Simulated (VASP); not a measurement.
Ho3PRu:

```xyz
5
Lattice="5.9894 0.0000 0.0000 -2.9947 5.1870 0.0000 0.0000 0.0000 4.1739" Properties=species:S:1:pos:R:3 pbc="T T T"
Ho    2.9947    0.0000    0.0000
Ho   -1.4974    2.5935    0.0000
Ho    1.4974    2.5935    0.0000
P     0.0000    0.0000    2.0870
Ru    0.0000    0.0000    0.0000
```

The cell was built from a structure type or drawn by symmetry, and may not be a known phase.

```yaml
Program: VASP 6.6.1
Task: relaxation of cell and atoms
Functional: PBE
Potentials_or_basis: VASP PAW PBE potentials, release 64 (Ho_3, P, Ru_pv), 4f in core
Cutoff: 500 eV
k_mesh: 3 × 3 × 4
Occupations: gaussian, width 0.1 eV
Spin: no spin polarisation
```

At the start: pressure 7.2 GPa; volume 25.93 Å³/atom.

Q: Where does the relaxation end?

A: Over 5 steps the energy falls by 56.0 meV/atom and the volume is 28.63 Å³/atom (+10.4 %); space group P6/mmm (No. 191, to 0.1 Å) before and after.

Step by step:
```tsv
step	energy change (eV)	largest force (eV/Å)	pressure (GPa)	volume (Å³)
1	0.0000	0.0000	7.24	129.67
2	-0.0579	0.0000	-4.02	152.86
3	-0.2650	0.0000	0.35	141.17
4	-0.2651	0.0000	0.47	140.94
5	-0.2799	0.0000	-0.07	143.16
```

Final structure:
```
Ho P Ru
1.0
     6.18678    0.00000    0.00000
    -3.09339    5.35791    0.00000
     0.00000    0.00000    4.31869
Ho P Ru
3 1 1
Direct
  0.50000 0.00000 0.00000
  0.00000 0.50000 0.00000
  0.50000 0.50000 0.00000
  0.00000 0.00000 0.50000
  0.00000 0.00000 0.00000
```

Caveat: the k points lie up to 0.39 Å⁻¹ apart in the final cell, too coarse for converged energies and pressures of a metal.
